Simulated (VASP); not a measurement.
Write the native input for VASP 6.6.1 that does the following.

```yaml
Task: single point
Functional: r2SCAN
Potentials_or_basis: VASP PAW PBE potentials, release 64 (Hf_pv)
Cutoff: 520 eV
k_mesh: 10 × 10 × 10
Occupations: fermi-dirac, width 0.05 eV
Spin: no spin polarisation
Dipole_correction: no
Further_INCAR_settings: ALGO = Normal; EDIFF = 1e-07; NBANDS = 11
```

Crystal: Hf.

```xyz
1
Lattice="-1.7699 1.7699 1.7699 1.7699 -1.7699 1.7699 1.7699 1.7699 -1.7699" Properties=species:S:1:pos:R:3 pbc="T T T"
Hf    0.0000    0.0000    0.0000
```

One way to write it, as run:

POSCAR

```
Hf
1.0
   -1.7699412638      1.7699412638      1.7699412638
    1.7699412638     -1.7699412638      1.7699412638
    1.7699412638      1.7699412638     -1.7699412638
Hf
1
Direct
    0.0000000000      0.0000000000      0.0000000000
```

INCAR.step1

```
PREC = Accurate ; ENCUT = 520
ISMEAR = -1 ; SIGMA = 0.05
LREAL = F ; LASPH = T
NELM = 100 ; NBANDS = 11
GGA = PE ; ALGO = Normal
EDIFF = 1E-4 ; LWAVE = T
LCHARG = F
```

INCAR.step2

```
PREC = Accurate ; ENCUT = 520
EDIFF = 1E-7 ; ISMEAR = -1
SIGMA = 0.05 ; LREAL = F
LASPH = T ; NELM = 100
ALGO = Normal ; ISIF = 2
LWAVE = F ; LCHARG = F
METAGGA = R2SCAN ; LMIXTAU = T
NBANDS = 11 ; ISTART = 1
```

KPOINTS

```
Automatic mesh
0
Gamma
  10 10 10
```

Potentials or basis: VASP PAW PBE potentials, release 64 (Hf_pv).

Command:

```bash
$ cat potpaw_PBE.64/Hf_pv/POTCAR > POTCAR
$ cp INCAR.step1 INCAR
$ mpirun -np 1 vasp_std > vasp.out
$ cp INCAR.step2 INCAR
$ mpirun -np 1 vasp_std > vasp.out
```

It gave:

```
Pressure               : -0.4 GPa
Band gap on the k mesh : zero (band 5 reaches 6.29 eV, above the bottom of band 6 at 3.73 eV)
```

Caveat: the PAW data sets were made with another functional, which shifts forces and pressure a little; spin-orbit coupling is left out, which moves the levels of the heavy elements.

Run time: 61 s on 1 thread of AMD EPYC 7R43 64-Core Processor (Zen 3) (shared host), peak memory 0.11 GiB.
